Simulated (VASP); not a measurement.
Input of a VASP 6.6.1 run:

The input INCAR:

```
ALGO     = Normal         # electronic algorithm
EDIFF    = 1E-7           # SCF threshold, eV
ENCUT    = 520            # plane-wave cutoff, eV
GGA      = PE             # functional
ISIF     = 2              # what is computed and relaxed
ISMEAR   = 0              # smearing method
LASPH    = True           # aspherical terms in the spheres
LCHARG   = False          # write CHGCAR
LREAL    = False          # projectors in reciprocal space
LWAVE    = False          # write WAVECAR
NBANDS   = 20             # bands
NELM     = 100            # most SCF steps
PREC     = Accurate       # precision mode
SIGMA    = 0.2            # smearing width, eV
```

The input KPOINTS:

```
k-points
0
Gamma
  5 5 3
```

POSCAR

```
Be7S
1.0
    3.1622869013      0.0000000000      0.0000000000
    0.0000000000      3.1622869013      0.0000000000
    0.0000000000      0.0000000000      7.8948028465
Be S
7 1
Direct
    0.0000000000      0.5000000000      0.6865127151
    0.5000000000      0.5000000000      0.0000000000
    0.5000000000      0.0000000000      0.6865127151
    0.0000000000      0.5000000000      0.3134872849
    0.5000000000      0.0000000000      0.3134872849
    0.0000000000      0.0000000000      0.5000000000
    0.5000000000      0.5000000000      0.5000000000
    0.0000000000      0.0000000000      0.0000000000
```

Potentials or basis: VASP PAW PBE potentials, release 64 (Be, S).

Launch:

```bash
$ cat potpaw_PBE.64/Be/POTCAR potpaw_PBE.64/S/POTCAR > POTCAR
$ mpirun -np 1 vasp_std > vasp.out
```

(1) What does it give for the largest force?

(2) Predict the band gap on the k mesh.

Answers

(1) 0.008 eV/Å.

(2) zero (band 10 reaches 8.22 eV, above the bottom of band 11 at 6.08 eV).

Caveat: the k points lie up to 0.40 Å⁻¹ apart.
